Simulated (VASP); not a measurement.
# MgO: single point with r2SCAN

The system is MgO.

```
Mg O
1.0
     3.48638    0.00000    0.00000
    -1.74319    3.01929    0.00000
     0.00000    0.00000    4.17804
Mg O
2 2
Cartesian
  1.7432 1.0064 3.1335
  0.0000 2.0129 1.0445
  1.5311 0.7943 0.8945
  0.0000 2.0129 3.1335
```

This cell differs from its parent crystal: atom 3 (O) moved by (-0.300, -0.150) A along [1 1 0] and z.

```yaml
Program: VASP 6.6.1
Task: single point
Functional: r2SCAN
Potentials_or_basis: VASP PAW PBE potentials, release 64 (Mg, O)
Cutoff: 520 eV
k_mesh: 6 × 6 × 6
Occupations: methfessel-paxton, width 0.02 eV
Spin: no spin polarisation
```

The pressure is 4.0 GPa and the largest force is 3.300 eV/Å. The band gap on the k mesh is 3.89 eV.

Forces on the atoms (eV/Å):
```
Mg  -0.343 -0.333 -0.417
Mg  -0.422 -1.911 -0.219
O    1.038  2.668  1.641
O   -0.273 -0.424 -1.005
```

Stress tensor (GPa, compression positive):
```
-3.67 -6.27 -0.36
-6.27 12.45 -0.85
-0.36 -0.85  3.17
```

Levels at points of the mesh, in eV from the valence-band top:
| k point | band 6 | band 7 | band 8 | band 9 | band 10 | band 11 |
| --- | --- | --- | --- | --- | --- | --- |
| (0.00, 0.00, 0.00) | -1.03 | -0.66 | 0.00 | 3.89 | 10.24 | 12.63 |
| (0.50, 0.00, 0.00) | -1.66 | -0.76 | -0.56 | 8.05 | 9.52 | 10.04 |
| (0.00, 0.50, 0.00) | -1.97 | -1.72 | -0.58 | 7.18 | 9.43 | 11.21 |
| (0.50, 0.50, 0.00) | -2.01 | -1.42 | -0.65 | 7.49 | 9.36 | 10.73 |
| (0.00, 0.00, 0.50) | -1.39 | -1.20 | -1.08 | 6.75 | 7.09 | 13.62 |
| (0.50, 0.00, 0.50) | -1.47 | -1.20 | -1.15 | 7.78 | 8.66 | 12.74 |
| (0.00, 0.50, 0.50) | -1.34 | -0.67 | -0.44 | 7.45 | 7.91 | 11.33 |
| (0.50, 0.50, 0.50) | -1.44 | -0.74 | -0.54 | 7.51 | 8.02 | 11.67 |

Wall time 2.1 min on 1 thread of Intel(R) Xeon(R) 6975P-C (Granite Rapids) (shared host), peak memory 0.22 GiB.

Caveat: the cell differs from its parent crystal (atom 3 (O) moved by (-0.300, -0.150) A along [1 1 0] and z); the cell stands under pressure; the PAW data sets were made with another functional, which shifts forces and pressure a little.
